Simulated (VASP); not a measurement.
Set up this calculation in VASP 6.6.1, as the native input.

```
Task                   : single point
Functional             : LDA
Potentials or basis    : VASP PAW LDA potentials, release 64 (In_d)
Cutoff                 : 520 eV
k mesh                 : 9 × 9 × 5
Occupations            : fermi-dirac, width 0.05 eV
Spin                   : no spin polarisation
Dipole correction      : no
Further INCAR settings : ALGO = Fast; EDIFF = 1e-06; NBANDS = 20
```

The structure of In lies in POSCAR:

```
In
1.0
    3.3130983036      0.0000000000      0.0000000000
   -1.6565491518      2.8692272962      0.0000000000
    0.0000000000      0.0000000000      5.4721676924
In
2
Direct
    0.6666666667      0.3333333333      0.7500000000
    0.3333333333      0.6666666667      0.2500000000
```

This cell differs from its parent crystal: volume scaled by 0.98.

These files were run (other wordings do the same):

INCAR

```
  ALGO = Fast
  EDIFF = 1E-6
  ENCUT = 520
  ISIF = 2
  ISMEAR = -1
  LASPH = T
  LCHARG = F
  LREAL = F
  LWAVE = F
  NBANDS = 20
  NELM = 80
  PREC = Accurate
  SIGMA = 0.05
```

KPOINTS

```
k-points
0
Gamma
  9 9 5
```

Potentials or basis: VASP PAW LDA potentials, release 64 (In_d).

The run is started by

```sh
$ cat potpaw_LDA.64/In_d/POTCAR > POTCAR
$ mpirun -np 1 vasp_std > vasp.out
```

Results of the run:

```
Pressure               : -2.3 GPa
Band gap on the k mesh : zero (band 13 reaches 9.44 eV, above the bottom of band 14 at 5.39 eV)
```

Caveat: spin-orbit coupling is left out, which moves the levels of the heavy elements.

Run time: 21 s on 1 thread of Intel(R) Xeon(R) 6975P-C (Granite Rapids) (shared host), peak memory 0.16 GiB.
